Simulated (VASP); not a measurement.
Write the native input for VASP 6.6.1 that does the following.

* Task: single point
* Functional: PBE
* Dispersion: D3(BJ)
* Potentials or basis: VASP PAW PBE potentials, release 64 (Sn_d, O)
* Cutoff: 520 eV
* k mesh: 12 × 12 × 4
* Occupations: gaussian, width 0.05 eV
* Spin: no spin polarisation
* Dipole correction: no
* Further INCAR settings: ALGO = Normal; EDIFF = 1e-06; NBANDS = 35

The structure of SnO2 lies in POSCAR:

```
SnO2
1.0
    3.2111798104      0.0000000000      0.0000000000
   -1.6055899052      2.7809632919      0.0000000000
    0.0000000000      0.0000000000     10.3330629359
Sn O
2 4
Direct
   -0.1169759215      0.0000000000      0.5000000000
    0.1169759215      0.0000000000      0.0000000000
    0.5482055332      0.3333333333      0.4017901351
    0.7851278001      0.3333333333      0.0982098649
    0.2148721999      0.6666666667      0.5982098649
    0.4517944668      0.6666666667      0.9017901351
```

The input as run:

INCAR

```
SYSTEM = SnO2
ALGO = Normal ; EDIFF = 1E-6
ENCUT = 520 ; GGA = PE
ISIF = 2 ; ISMEAR = 0
IVDW = 12 ; LASPH = .True.
LCHARG = .True. ; LELF = .True.
LREAL = .False. ; LVHAR = .True.
LWAVE = .False. ; NBANDS = 35
NELM = 80 ; PREC = Accurate
SIGMA = 0.05
```

KPOINTS

```
k-points
0
Gamma
  12 12 4
  0 0 0
```

Potentials or basis: VASP PAW PBE potentials, release 64 (Sn_d, O).

Run with:

```bash
$ cat potpaw_PBE.64/Sn_d/POTCAR potpaw_PBE.64/O/POTCAR > POTCAR
$ mpirun -np 1 vasp_std > vasp.out
```

Results of the run:

- Pressure: 0.4 GPa
- Largest force: 0.077 eV/Å
- Band gap on the k mesh: 2.12 eV, indirect (least direct gap 2.46 eV)
- Dispersion energy per atom: -0.165 eV

Caveat: spin-orbit coupling is left out, which moves the levels of the heavy elements.

Run time: 2.2 min on 1 thread of Intel(R) Xeon(R) 6975P-C (Granite Rapids), with other jobs on the host, peak memory 0.44 GiB.
